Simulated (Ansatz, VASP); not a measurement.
One calculation of Sb, two programs

```
Sb
1.0
     3.09549    0.00000    0.00000
     0.00000    3.09549    0.00000
     0.00000    0.00000    3.09549
Sb
1
Direct
  0.00000 0.00000 0.00000
```

Change from the starting cell: volume scaled by 0.94, crystal datasets.

Alike in both runs: task electric field gradients; functional PBEsol; k mesh 12 × 12 × 12; occupations fermi-dirac, width 0.08 eV; no spin polarisation.

|  | VASP | Ansatz |
| --- | --- | --- |
| version | VASP 6.6.1 | Ansatz 0.2.0 |
| potentials or method | VASP PAW PBE potentials, release 64 (Sb), cutoff 520 eV | all-electron PAW with datasets made for the crystal, scalar-relativistic |

Ansatz gave:

| Item | Value |
| --- | --- |
| pressure (GPa) | -1.8 |

Q: What did VASP give for the same quantities?

A: Pressure (GPa): -1.7.

VASP's potentials were made for PBE, not for PBEsol. Ansatz ran all-electron here, and VASP with PAW potentials.

Neither program's run includes spin-orbit coupling.
